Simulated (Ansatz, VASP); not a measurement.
# Rh: VASP beside Ansatz

```
Rh
1.0
     1.85340   -2.12697    0.00000
     1.85340    2.12697    0.00000
     0.00000    0.00000    1.24303
Rh
1
Direct
  0.50000 0.50000 0.00000
```

Alike in both runs: task relaxation of cell and atoms; functional PBE; k mesh 6 × 6 × 14; occupations gaussian, width 0.1 eV; no spin polarisation.

```csv
,VASP,Ansatz
version,VASP 6.6.1,Ansatz 0.2.0
potentials or method,"VASP PAW PBE potentials, release 64 (Rh_sv_GW), cutoff 620 eV","scalar-relativistic, plane waves, PAW"
valence electrons in the cell,17,17
```

|  | VASP | Ansatz | Ansatz less VASP |
| --- | --- | --- | --- |
| gap on the k mesh at the Fermi level, each at its own relaxed structure (eV) | none | none | - |
| relaxed volume (Å³/atom) | 14.06 | 15.37 | +1.313 |
| relaxed length of the cell vector where the two differ most in proportion (Å) | 2.090 | 2.552 | +0.4624 |

A gap of «none» marks a metal or a gap that the smearing closes. One of these differences is far larger than is usual between the two programs; its cause wasn't traced.

The k mesh is coarse, so the values compare programs but aren't converged. Noted on VASP's run: the volume moved by over 15 % at a fixed basis, so the end points are rough.
